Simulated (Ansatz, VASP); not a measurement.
SrO: VASP beside Ansatz

File POSCAR:

```
SrO
1.0
    0.0000000000      2.7921730098      2.7921730098
    2.7921730098      0.0000000000      2.7921730098
    2.7921730098      2.7921730098      0.0000000000
Sr O
1 1
Direct
    0.0000000000      0.0000000000      0.0000000000
    0.2500000000      0.2500000000      0.2500000000
```

INCAR.step1

```
PREC     = Accurate       # precision mode
ENCUT    = 520            # plane-wave cutoff, eV
ISMEAR   = 0              # smearing method
SIGMA    = 0.05           # smearing width, eV
LREAL    = False          # projectors in reciprocal space
LASPH    = True           # aspherical terms in the spheres
NELM     = 80             # most SCF steps
NBANDS   = 15             # bands
GGA      = PE             # functional
ALGO     = Normal         # electronic algorithm
EDIFF    = 1E-4           # SCF threshold, eV
LWAVE    = True           # write WAVECAR
LCHARG   = False          # write CHGCAR
```

INCAR.step2

```
PREC     = Accurate       # precision mode
ENCUT    = 520            # plane-wave cutoff, eV
EDIFF    = 1E-6           # SCF threshold, eV
ISMEAR   = 0              # smearing method
SIGMA    = 0.05           # smearing width, eV
LREAL    = False          # projectors in reciprocal space
LASPH    = True           # aspherical terms in the spheres
NELM     = 80             # most SCF steps
ALGO     = Normal         # electronic algorithm
ISIF     = 2              # what is computed and relaxed
LWAVE    = False          # write WAVECAR
LCHARG   = False          # write CHGCAR
METAGGA  = R2SCAN         # meta-GGA
LMIXTAU  = True         
IVDW     = 12             # dispersion correction
VDW_S6   = 1.0          
VDW_S8   = 0.78981345   
VDW_A1   = 0.49484001   
VDW_A2   = 5.73083694   
NBANDS   = 15             # bands
ISTART   = 1
```

The input KPOINTS:

```
Automatic mesh
0
Gamma
  8 8 8
```

Input for Ansatz:

```yaml
crystal:
  lattice:
    - [0.0, 2.7921730098, 2.7921730098]
    - [2.7921730098, 0.0, 2.7921730098]
    - [2.7921730098, 2.7921730098, 0.0]
  atoms:
    - { symbol: Sr, position: [0.0, 0.0, 0.0] }
    - { symbol: O, position: [0.25, 0.25, 0.25] }
basis:
  ecutwfc: 500
  ecutrho_ratio: 4
kpoints:
  mp_grid: { grid: [8, 8, 8] }
hamiltonian:
  xc: r2scan
  dispersion: d3bj
scf:
  occupations: { method: gaussian, width: 0.05 }
  mixing: { preconditioner: none }
output:
  forces: true
  stress: true
  write_density: true
  write_potential: true
  elf: true
  volumetric_format: npy
```

Alike in both runs: task single point; functional r2SCAN; dispersion D3(BJ); k mesh 8 × 8 × 8; occupations gaussian, width 0.05 eV; no spin polarisation.

|  | VASP | Ansatz |
| --- | --- | --- |
| version | VASP 6.6.1 | Ansatz 0.2.0 |
| potentials or method | VASP PAW PBE potentials, release 64 (Sr_sv, O), cutoff 520 eV | scalar-relativistic, plane waves, PAW |
| valence electrons in the cell | 16 | 16 |

Ansatz gave:

| Item | Value |
| --- | --- |
| gap on the k mesh at the Fermi level (eV) | 2.89 |
| pressure (GPa) | -0.7 |

**Question.** Estimate VASP's values.

**Answer.** gap on the k mesh at the Fermi level (eV): 2.90; pressure (GPa): -0.2.

VASP's potentials were made for PBE, not for r2SCAN. Ansatz's warnings: dispersion damping borrowed.
